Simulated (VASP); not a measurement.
Input of a VASP 6.6.1 run:

INCAR

```
SYSTEM = Ge
ALGO = Normal ; DIPOL = 0.5 0.5 0.500
EDIFF = 1E-6 ; ENCUT = 520
GGA = PE ; IDIPOL = 3
ISIF = 2 ; ISMEAR = 0
LASPH = .TRUE. ; LCHARG = .FALSE.
LDIPOL = .TRUE. ; LREAL = .FALSE.
LWAVE = .FALSE. ; NBANDS = 21
NELM = 100 ; PREC = Accurate
SIGMA = 0.1
```

The input KPOINTS:

```
k-points
0
G
  12 12 1
  0 0 0
```

File POSCAR:

```
Ge
1.0
    4.1160000000      0.0000000000      0.0000000000
   -2.0580000000      3.5645605620      0.0000000000
    0.0000000000      0.0000000000     28.0000000000
Ge
2
Direct
    0.3333333333      0.6666666667      0.5103928571
    0.6666666667      0.3333333333      0.4896071429
```

Potentials or basis: VASP PAW PBE potentials, release 64 (Ge_d).

Command:

```bash
$ cat potpaw_PBE.64/Ge_d/POTCAR > POTCAR
$ mpirun -np 1 vasp_std > vasp.out
```

(1) What does it give for the largest force?

(2) Predict the band gap on the k mesh.

Answers

(1) 0.207 eV/Å.

(2) zero (bands 14 and 15 overlap by 0.22 eV).
